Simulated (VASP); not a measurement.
# HgTe: single point with PBE

Crystal: HgTe.

```xyz
2
Lattice="0.0000 3.1751 3.2235 3.1751 0.0000 3.2235 3.1751 3.1751 0.0000" Properties=species:S:1:pos:R:3 pbc="T T T"
Hg    0.0000    0.0000    0.0000
Te    4.7627    4.7627    4.8353
```

This cell differs from its parent crystal: strain -0.015 along x and y, +0.000 along z.

```yaml
Program: VASP 6.6.1
Task: single point
Functional: PBE
Potentials_or_basis: VASP PAW PBE potentials, release 64 (Hg, Te)
Cutoff: 520 eV
k_mesh: 14 × 14 × 14
Occupations: gaussian, width 0.15 eV
Spin: no spin polarisation
```

The pressure is 5.9 GPa. The band gap on the k mesh is zero (filled and empty bands touch).

Stress tensor (GPa, compression positive):
```
5.96 0.00 0.00
0.00 5.96 0.00
0.00 0.00 5.79
```

Levels at points of the mesh, in eV from the Fermi level:
| k point | band 7 | band 8 | band 9 | band 10 | band 11 | band 12 |
| --- | --- | --- | --- | --- | --- | --- |
| (0.00, 0.00, 0.00) | -0.77 | -0.18 | -0.12 | -0.12 | 4.02 | 4.02 |
| (0.50, 0.00, 0.00) | -5.89 | -1.24 | -1.17 | 0.57 | 4.81 | 4.90 |
| (0.50, 0.50, 0.00) | -5.84 | -2.54 | -2.54 | 1.82 | 2.30 | 8.16 |
| (0.50, 0.00, 0.50) | -5.76 | -2.62 | -2.58 | 1.70 | 2.23 | 8.26 |

Wall time 99 s on 1 thread of Intel(R) Xeon(R) 6975P-C (Granite Rapids) (shared host), peak memory 0.41 GiB.

Caveat: the cell differs from its parent crystal (strain -0.015 along x and y, +0.000 along z); spin-orbit coupling is left out, which moves the levels of the heavy elements.
